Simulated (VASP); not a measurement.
Here is a VASP 6.6.1 calculation.

The input INCAR:

```
SYSTEM = Cr
PREC     = Accurate       ! precision mode
ENCUT    = 520            ! plane-wave cutoff, eV
EDIFF    = 1E-6           ! SCF threshold, eV
ISMEAR   = -1             ! smearing method
SIGMA    = 0.1            ! smearing width, eV
LREAL    = .FALSE.        ! projectors in reciprocal space
LASPH    = .TRUE.         ! aspherical terms in the spheres
NELM     = 100            ! most SCF steps
ALGO     = Normal         ! electronic algorithm
ISIF     = 2              ! what is computed and relaxed
LWAVE    = .FALSE.        ! write WAVECAR
LCHARG   = .TRUE.         ! write CHGCAR
GGA      = B5             ! functional
ALDAX    = 1.0          
AGGAX    = 1.0          
AGGAC    = 1.0          
ALDAC    = 0.0          
LELF     = .TRUE.         ! ELF
LVHAR    = .TRUE.       
NBANDS   = 19             ! bands
```

KPOINTS

```
Automatic mesh
0
G
  12 12 12
  0 0 0
```

Contents of POSCAR:

```
Cr
1.0
    0.0000000000      2.6226033061      2.6226033061
    2.6226033061      0.0000000000      2.6226033061
    2.6226033061      2.6226033061      0.0000000000
Cr
2
Direct
    0.1250000000      0.1250000000      0.1250000000
    0.8750000000      0.8750000000      0.8750000000
```

Potentials or basis: VASP PAW PBE potentials, release 64 (Cr_pv).

Run with:

```console
$ cat potpaw_PBE.64/Cr_pv/POTCAR > POTCAR
$ mpirun -np 1 vasp_std > vasp.out
```

(1) What does it give for the pressure?

(2) What does it give for the band gap on the k mesh?

Results:

(1) -3.2 GPa.

(2) zero (band 12 reaches 6.11 eV, above the bottom of band 13 at 5.74 eV).

Caveat: the PAW data sets were made with another functional, which shifts forces and pressure a little; the run has no spin polarisation, though such a crystal can be magnetic.
